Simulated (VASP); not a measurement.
# TiC (Fm-3m) in VASP: single point with PBE

Aim: the single point of TiC with PBE.

Everything below comes from runs of VASP 6.6.1. Logs are shortened: lines on timing, memory, paths and dates and some standing lists are left out, and cuts for length are marked.

### 1 The cell of the first run

It takes space group Fm-3m (No. 225, cubic). The conventional cell has a = 4.319 Å, b = 4.319 Å, c = 4.319 Å, α = 90.00°, β = 90.00°, γ = 90.00°. Ti (site symmetry m-3m) has 6 C at 2.16 Å within 2.9 Å. Within 2.9 Å of C (site symmetry m-3m) lie 6 Ti at 2.16 Å.

### 2 Single point, PBE

INCAR reads:

```
PREC = Accurate
ENCUT = 600
EDIFF = 1E-6
ISMEAR = 1
SIGMA = 0.1
LREAL = False
LASPH = True
NELM = 120
ALGO = Normal
ISIF = 2
LWAVE = False
LCHARG = False
GGA = PE
NBANDS = 15
GGA_COMPAT = False
```

KPOINTS reads:

```
regular mesh
0
Gamma
  8 8 8
```

POSCAR reads:

```
TiC
1.0
    0.0000000000      2.1593000000      2.1593000000
    2.1593000000      0.0000000000      2.1593000000
    2.1593000000      2.1593000000      0.0000000000
Ti C
1 1
Direct
    0.0000000000      0.0000000000      0.0000000000
    0.5000000000      0.5000000000      0.5000000000
```

Potentials or basis: VASP PAW PBE potentials, release 64 (Ti_sv, C).

On the command line:

```
cat potpaw_PBE.64/Ti_sv/POTCAR potpaw_PBE.64/C/POTCAR > POTCAR
mpirun -np 1 vasp_std > vasp.out
```

OUTCAR:

```text
PREC = Accurate
   ENCUT = 600
   EDIFF = 1E-6
   ISMEAR = 1
   LREAL = False
   LASPH = True
   NELM = 120
   ISIF = 2
   GGA = PE

 ion  position               nearest neighbor table
   1  0.000  0.000  0.000-   2 2.16   2 2.16   2 2.16   2 2.16   2 2.16   2 2.16
   2  0.500  0.500  0.500-   1 2.16   1 2.16   1 2.16   1 2.16   1 2.16   1 2.16

  LATTYP: Found a face centered cubic cell.
 ALAT       =     4.3186000000

  Lattice vectors:

 A1 = (   0.0000000000,   2.1593000000,   2.1593000000)
 A2 = (   2.1593000000,   0.0000000000,   2.1593000000)
 A3 = (   2.1593000000,   2.1593000000,   0.0000000000)

Analysis of symmetry for initial positions (statically):
=====================================================================
 Subroutine PRICEL returns:
 Original cell was already a primitive cell.

 Routine SETGRP: Setting up the symmetry group for a
 face centered cubic supercell.

 Subroutine GETGRP returns: Found 48 space group operations
 (whereof 48 operations were pure point group operations)
 out of a pool of 48 trial point group operations.

The static configuration has the point symmetry O_h .

Analysis of symmetry for dynamics (positions and initial velocities):
=====================================================================
 Subroutine PRICEL returns:
 Original cell was already a primitive cell.

 Routine SETGRP: Setting up the symmetry group for a
 face centered cubic supercell.

 Subroutine GETGRP returns: Found 48 space group operations
 (whereof 48 operations were pure point group operations)
 out of a pool of 48 trial point group operations.

The dynamic configuration has the point symmetry O_h .

 Subroutine INISYM returns: Found 48 space group operations
 (whereof 48 operations are pure point group operations),
 and found     1 'primitive' translations

----------------------------------------------------------------------------------------

                                     Primitive cell

  volume of cell :      20.1358

  direct lattice vectors                    reciprocal lattice vectors
     0.000000000  2.159300000  2.159300000    -0.231556523  0.231556523  0.231556523
     2.159300000  0.000000000  2.159300000     0.231556523 -0.231556523  0.231556523
     2.159300000  2.159300000  0.000000000     0.231556523  0.231556523 -0.231556523

  length of vectors
     3.053711345  3.053711345  3.053711345     0.401067663  0.401067663  0.401067663

  position of ions in fractional coordinates (direct lattice)
     0.000000000  0.000000000  0.000000000
     0.500000000  0.500000000  0.500000000

  ion indices of the primitive-cell ions
   primitive index   ion index
[... 87 lines left out ...]
   EMIN   =  10.00;   EMAX   =-10.00  energy-range for DOS
   EFERMI =   0.00;   METHOD = LEGACY
   ISMEAR =     1;   SIGMA  =   0.10  broadening in eV -4-tet -1-fermi 0-gaus
   EFERMI_NEDOS =   21; number of points for ismear=-14 and -15
   IALGO  =     38    algorithm
   IMIX   =      4    mixing-type and parameters
     AMIX     =   0.40;   BMIX     =  1.00
     AMIX_MAG =   1.60;   BMIX_MAG =  1.00
  volume/ion in A,a.u.               =      10.07        67.94
  Fermi-wavevector in a.u.,A,eV,Ry     =   1.516323  2.865436 31.283015  2.299237
  Thomas-Fermi vector in A             =   2.625728
   LORBIT       =      0    0 simple, 1 ext, 2 COOP (PROOUT), +10 PAW based schemes
   GGA     = PE    functional components
   LHFCALC =     F    Hartree Fock is set to
   AEXX    =    0.0000 exact exchange contribution
   IVDW    =     0    specifies the selected vdW correction
   LEPSILON=     F    determine dielectric tensor
   LRPA    =     F    only Hartree local field effects (RPA)
 non-spin polarized calculation
 Methfessel and Paxton  Order N= 1 SIGMA  =   0.10
  energy-cutoff  :      600.00
  volume of cell :       20.14
 maximum number of plane-waves:       692
   NGX = 13   NGY = 13   NGZ = 13

 number of electron      16.0000002 magnetization

 Free energy of the ion-electron system (eV)
  ---------------------------------------------------
  ext. energy  EPLUGINS =         0.00000000
  ---------------------------------------------------
  free energy    TOTEN  =       -18.70560337 eV

  energy without entropy =      -18.70483603  energy(sigma->0) =      -18.70534759

 E-fermi :   9.4849     XC(G=0): -12.7434

 val. band max:        9.2725409935   @ k =   0.3750   0.3750   0.0000
 cond. band min:       9.4920732142   @ k =   0.5000   0.5000   0.0000
 fundamental gap:      0.2195322208
 Fermi energy:         9.4848762920

 k-point     1 :       0.0000    0.0000    0.0000
  band No.  band energies     occupation
      1     -47.0481      2.00000
      2     -23.0679      2.00000
      3     -23.0679      2.00000
      4     -23.0679      2.00000
      5      -2.9183      2.00000
      6      10.2129     -0.00000
      7      10.2129     -0.00000
      8      10.2129     -0.00000
      9      11.2100     -0.00000
     10      11.2100     -0.00000
     11      11.2100     -0.00000
     12      11.2476     -0.00000
     13      11.2476     -0.00000
     14      20.1338      0.00000
[... 401 lines left out ...]
      2     -23.5019      2.00000
      3     -23.2497      2.00000
      4     -23.1612      2.00000
      5       0.2807      2.00000
      6       4.6382      2.00000
      7       6.5045      2.00000
      8       6.9999      2.00000
      9      12.1535      0.00000
     10      12.3113      0.00000
     11      13.3519      0.00000
     12      15.9839      0.00000
     13      16.3956      0.00000
     14      20.5720      0.00000
     15      23.8220      0.00000

 [... further k-points ...]

------------------------ aborting loop because EDIFF is reached ----------------------------------------

  FORCE on cell =-STRESS in cart. coord.  units (eV):
  Direction    XX          YY          ZZ          XY          YZ          ZX
  --------------------------------------------------------------------------------------
  -------------------------------------------------------------------------------------
  Total        0.3309012      0.3309012      0.3309012      0.0000000      0.0000000     -0.0000000
  in kB       26.3293434     26.3293434     26.3293434      0.0000000      0.0000000     -0.0000000
  external PRESSURE =      26.3293434 kB  Pullay stress =       0.0000000 kB

 VOLUME and BASIS-vectors are now :
 -----------------------------------------------------------------------------
  energy-cutoff  :      600.00
  volume of cell :       20.14
      direct lattice vectors                 reciprocal lattice vectors
     0.000000000  2.159300000  2.159300000    -0.231556523  0.231556523  0.231556523
     2.159300000  0.000000000  2.159300000     0.231556523 -0.231556523  0.231556523
     2.159300000  2.159300000  0.000000000     0.231556523  0.231556523 -0.231556523

 POSITION                                       TOTAL-FORCE (eV/Angst)
 -----------------------------------------------------------------------------------
      0.00000      0.00000      0.00000         0.000000      0.000000      0.000000
      2.15930      2.15930      2.15930        -0.000000     -0.000000     -0.000000
 -----------------------------------------------------------------------------------
    total drift:                                0.000000     -0.000000     -0.000000

  FREE ENERGIE OF THE ION-ELECTRON SYSTEM (eV)
  ---------------------------------------------------
  free  energy   TOTEN  =       -18.7056033748 eV

  energy  without entropy=      -18.7048360341  energy(sigma->0) =      -18.70534759
```

OSZICAR:

```text
N       E                     dE             d eps       ncg     rms          rms(c)
DAV:   1     0.124862301520E+03    0.12486E+03   -0.86097E+03   870   0.141E+03
DAV:   2    -0.159109412428E+02   -0.14077E+03   -0.13083E+03   933   0.356E+02
DAV:   3    -0.240226069880E+02   -0.81117E+01   -0.79319E+01  1142   0.803E+01
DAV:   4    -0.242902292911E+02   -0.26762E+00   -0.26742E+00  1074   0.133E+01
DAV:   5    -0.242953920699E+02   -0.51628E-02   -0.51617E-02  1114   0.164E+00    0.184E+01
DAV:   6    -0.193158619059E+02    0.49795E+01   -0.11725E+01  1226   0.564E+01    0.689E+00
DAV:   7    -0.187401572191E+02    0.57570E+00   -0.21168E+00  1027   0.206E+01    0.496E+00
DAV:   8    -0.187146474327E+02    0.25510E-01   -0.10612E-01   954   0.358E+00    0.333E+00
DAV:   9    -0.187090439410E+02    0.56035E-02   -0.90592E-02  1167   0.409E+00    0.749E-01
DAV:  10    -0.187076453289E+02    0.13986E-02   -0.11005E-02  1100   0.136E+00    0.641E-01
DAV:  11    -0.187057128052E+02    0.19325E-02   -0.30693E-03  1003   0.782E-01    0.149E-01
DAV:  12    -0.187056170140E+02    0.95791E-04   -0.29209E-04  1223   0.203E-01    0.413E-02
DAV:  13    -0.187056030678E+02    0.13946E-04   -0.38827E-05  1017   0.633E-02    0.646E-03
DAV:  14    -0.187056033748E+02   -0.30706E-06   -0.13165E-06   833   0.120E-02
   1 F= -.18705603E+02 E0= -.18705348E+02  d E =-.767341E-03
```

It took 14 s on 1 thread of Intel Xeon 8259CL, shared host; peak memory 0.14 GiB.

Results:

```
Free energy            : -18.7056 eV
Pressure               : 2.6 GPa
Band gap on the k mesh : zero (band 8 reaches 10.21 eV, above the bottom of band 9 at 9.11 eV)
```

Levels at points of the mesh, in eV from the Fermi level:
```
           k point  band 6  band 7  band 8  band 9  band 10  band 11
(0.00, 0.00, 0.00)    0.73    0.73    0.73    1.73     1.73     1.73
(0.50, 0.00, 0.00)   -5.84   -2.89   -2.89    2.98     2.98     4.18
(0.50, 0.50, 0.00)   -3.40   -1.61    0.01    0.01     2.77     3.59
```
